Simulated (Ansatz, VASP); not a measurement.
C in VASP and in Ansatz

```
C
1.0
     2.45884    0.00000    0.00000
    -1.22942    2.12941    0.00000
     0.00000    0.00000    7.28568
C
4
Direct
  0.00000 0.00000 0.00250
  0.00000 0.00000 0.50250
  0.33333 0.66667 0.00250
  0.66667 0.33333 0.50250
```

Alike in both runs: functional PBEsol; k mesh 16 × 16 × 6; occupations fermi-dirac, width 0.08 eV; no spin polarisation.

Ansatz relaxed the structure, and its values are those at the end. VASP's run is a single point on that final structure, the one shown.

|  | VASP | Ansatz |
| --- | --- | --- |
| version | VASP 6.6.1 | Ansatz 0.2.0 |
| potentials or method | VASP PAW PBE potentials, release 64 (C) | PAW with Ansatz's default frozen-core files, scalar-relativistic |
| plane-wave cutoff (eV) | 520 | 420 |
| valence electrons in the cell | 16 | 16 |

```tsv
	VASP	Ansatz	Ansatz less VASP
pressure (GPa)	0.6	0.0	-0.62
```

VASP's potentials were made for PBE, not for PBEsol.
